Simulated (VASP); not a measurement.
Wanted: the native input for a VASP 6.6.1 run.

```
Task                   : single point
Functional             : PBE
Potentials or basis    : VASP PAW PBE potentials, release 64 (Al, N)
Cutoff                 : 520 eV
k mesh                 : 5 × 5 × 1
Occupations            : gaussian, width 0.1 eV
Spin                   : no spin polarisation
Dipole correction      : yes
Further INCAR settings : ALGO = Normal; EDIFF = 1e-07; NBANDS = 36
```

The structure of Al6N lies in POSCAR:

```
Al6N
1.0
    5.7143028096      0.0000000000      0.0000000000
    0.0000000000      5.7143028096      0.0000000000
    0.0000000000      0.0000000000     22.1750227687
Al N
12 2
Direct
    0.2500000000      0.2500000000      0.1803831293
    0.2500000000      0.7500000000      0.1803831293
    0.7500000000      0.2500000000      0.1803831293
    0.7500000000      0.7500000000      0.1803831293
    0.0000000000      0.0000000000      0.2744094920
    0.0000000000      0.5000000000      0.2744094920
    0.5000000000      0.0000000000      0.2744094920
    0.5000000000      0.5000000000      0.2744094920
    0.2500000000      0.2500000000      0.3686590473
    0.2500000000      0.7500000000      0.3686590473
    0.7500000000      0.2500000000      0.3686590473
    0.7500000000      0.7500000000      0.3686590473
    0.2738131767      0.5000000000      0.4480276242
    0.7261868233      0.5000000000      0.4480276242
```

The input as run:

INCAR

```
PREC = Accurate
ENCUT = 520
EDIFF = 1E-7
ISMEAR = 0
SIGMA = 0.1
LREAL = False
LASPH = True
NELM = 60
ALGO = Normal
ISIF = 2
LWAVE = False
LCHARG = False
LDIPOL = True
IDIPOL = 3
DIPOL = 0.5 0.5 0.299
GGA = PE
NBANDS = 36
```

KPOINTS

```
regular mesh
0
Gamma
  5 5 1
```

Potentials or basis: VASP PAW PBE potentials, release 64 (Al, N).

Command:

```sh
$ cat potpaw_PBE.64/Al/POTCAR potpaw_PBE.64/N/POTCAR > POTCAR
$ mpirun -np 1 vasp_std > vasp.out
```

It gave:

- Largest force: 3.837 eV/Å
- Band gap on the k mesh: zero (bands 23 and 24 overlap by 0.36 eV)

Run time: 7 min on 1 thread of Intel(R) Xeon(R) 6975P-C (Granite Rapids), with other jobs on the host, peak memory 0.72 GiB.
